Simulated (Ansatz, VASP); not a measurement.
**Si: VASP beside Ansatz**

The input POSCAR:

```
Si
1.0
    0.0835666450      2.7823368495      2.7823368495
    2.7823368495      0.0835666450      2.7823368495
    2.7823368495      2.7823368495      0.0835666450
Si
2
Direct
    0.0017269396      0.0017269396      0.0017269396
    0.2482730604      0.2482730604      0.2482730604
```

INCAR.step1

```
PREC = Accurate ; ENCUT = 520
ISMEAR = 0 ; SIGMA = 0.01
LREAL = F ; LASPH = T
NELM = 100 ; NBANDS = 11
GGA = PE ; ALGO = Normal
EDIFF = 1E-4 ; LWAVE = T
LCHARG = F
```

File INCAR.step2:

```
PREC = Accurate ; ENCUT = 520
EDIFF = 1E-6 ; ISMEAR = 0
SIGMA = 0.01 ; LREAL = F
LASPH = T ; NELM = 100
ALGO = Normal ; ISIF = 2
LWAVE = F ; LCHARG = F
METAGGA = R2SCAN ; LMIXTAU = T
NBANDS = 11 ; ISTART = 1
```

KPOINTS

```
Automatic mesh
0
Gamma
  10 10 10
```

Input for Ansatz:

```yaml
crystal:
  lattice:
    - [0.083566645, 2.7823368495, 2.7823368495]
    - [2.7823368495, 0.083566645, 2.7823368495]
    - [2.7823368495, 2.7823368495, 0.083566645]
  atoms:
    - { symbol: Si, position: [0.0017269396, 0.0017269396, 0.0017269396] }
    - { symbol: Si, position: [0.2482730604, 0.2482730604, 0.2482730604] }
scf:
  occupations: { method: gaussian, width: 0.01 }
  n_extra_bands: 6
output:
  eigenvalues: true
  eigenstates:
    kpoints:
      - [0, 0, 0]
      - [0.38, 0, 0.38]
      - [0.4, 0, 0.4]
      - [0.42, 0, 0.42]
      - [0.44, 0, 0.44]
      - [0.46, 0, 0.46]
      - [0.5, 0.5, 0.5]
      - [0.5, 0, 0]
    e_range: [-3, 3]
  write_density: true
  write_potential: true
  elf: true
  volumetric_format: npy
hamiltonian:
  xc: r2scan
kpoints:
  mp_grid: { grid: [10, 10, 10] }
```

Alike in both runs: task single point; functional r2SCAN; k mesh 10 × 10 × 10; occupations gaussian, width 0.01 eV; no spin polarisation.

```csv
,VASP,Ansatz
version,VASP 6.6.1,Ansatz 0.2.0
potentials or method,"VASP PAW PBE potentials, release 64 (Si)","scalar-relativistic, plane waves, PAW"
plane-wave cutoff (eV),520,500
valence electrons in the cell,8,8
```

|  | VASP | Ansatz | Ansatz less VASP |
| --- | --- | --- | --- |
| gap on the k mesh at the Fermi level (eV) | 0.60 | 0.59 | -0.012 |
| least direct gap on the mesh (eV) | 2.05 | 2.04 | -0.013 |

VASP's potentials were made for PBE, not for r2SCAN.
